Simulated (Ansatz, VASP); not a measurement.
# WS2: VASP beside Ansatz

Contents of INCAR:

```
PREC = Accurate
ENCUT = 520
EDIFF = 1E-7
ISMEAR = 0
SIGMA = 0.05
LREAL = F
LASPH = T
NELM = 60
ALGO = Normal
ISIF = 2
LWAVE = F
LCHARG = F
GGA = CA
NBANDS = 64
```

File KPOINTS:

```
regular mesh
0
Gamma
  12 12 1
```

File POSCAR:

```
WS2
1.0
    3.1263096192      0.0000000000      0.0000000000
   -1.5631548096      2.7074635503      0.0000000000
    0.0000000000      0.0000000000     35.2841147820
W S
4 8
Direct
    0.6666666667      0.3333333333      0.4138173528
    0.6666666667      0.3333333333      0.7584076039
    0.3333333333      0.6666666667      0.2415923961
    0.3333333333      0.6666666667      0.5861826472
    0.6666666667      0.3333333333      0.1973791553
    0.6666666667      0.3333333333      0.5419015650
    0.3333333333      0.6666666667      0.3695362285
    0.3333333333      0.6666666667      0.7141196879
    0.6666666667      0.3333333333      0.2858803121
    0.6666666667      0.3333333333      0.6304637715
    0.3333333333      0.6666666667      0.4580984350
    0.3333333333      0.6666666667      0.8026208447
```

Input for Ansatz:

```yaml
crystal:
  lattice:
    - [3.1263096192, 0.0, 0.0]
    - [-1.5631548096, 2.7074635503, 0.0]
    - [0.0, 0.0, 35.284114782]
  atoms:
    - { symbol: W, position: [0.6666666667, 0.3333333333, 0.4138173528] }
    - { symbol: W, position: [0.6666666667, 0.3333333333, 0.7584076039] }
    - { symbol: W, position: [0.3333333333, 0.6666666667, 0.2415923961] }
    - { symbol: W, position: [0.3333333333, 0.6666666667, 0.5861826472] }
    - { symbol: S, position: [0.6666666667, 0.3333333333, 0.1973791553] }
    - { symbol: S, position: [0.6666666667, 0.3333333333, 0.541901565] }
    - { symbol: S, position: [0.3333333333, 0.6666666667, 0.3695362285] }
    - { symbol: S, position: [0.3333333333, 0.6666666667, 0.7141196879] }
    - { symbol: S, position: [0.6666666667, 0.3333333333, 0.2858803121] }
    - { symbol: S, position: [0.6666666667, 0.3333333333, 0.6304637715] }
    - { symbol: S, position: [0.3333333333, 0.6666666667, 0.458098435] }
    - { symbol: S, position: [0.3333333333, 0.6666666667, 0.8026208447] }
basis:
  ecutwfc: 420
kpoints:
  mp_grid: { grid: [12, 12, 1] }
hamiltonian:
  xc: lda
  pseudopotentials: { kind: paw, azcp: { folder: soft_1 } }
scf:
  occupations: { method: gaussian, width: 0.05 }
output:
  forces: true
  stress: true
  eigenvalues: true
  write_density: true
  write_potential: true
  elf: true
  volumetric_format: npy
```

Alike in both runs: task single point; functional LDA; k mesh 12 × 12 × 1; occupations gaussian, width 0.05 eV; no spin polarisation.

|  | VASP | Ansatz |
| --- | --- | --- |
| version | VASP 6.6.1 | Ansatz 0.2.0 |
| potentials or method | VASP PAW LDA potentials, release 64 (W_sv, S), cutoff 520 eV | scalar-relativistic, plane waves, PAW |
| valence electrons in the cell | 104 | 104 |

|  | VASP | Ansatz | Ansatz less VASP |
| --- | --- | --- | --- |
| gap on the k mesh at the Fermi level (eV) | 1.01 | 1.00 | -0.010 |
| least direct gap on the mesh (eV) | 1.91 | 1.90 | -0.011 |
| rms of the force components (eV/Å) | 0.021 | 0.000 | -0.0209 |

Ansatz warns that its potentials were made for another functional, while VASP's fit it. LDA's correlation is that of Perdew and Zunger in VASP and of Perdew and Wang (1992) in Ansatz. Atom by atom the forces differ by 0.021 eV/Å (rms over components). Ansatz's warnings: xc potential rough in thin density.

Spin-orbit coupling is off throughout.
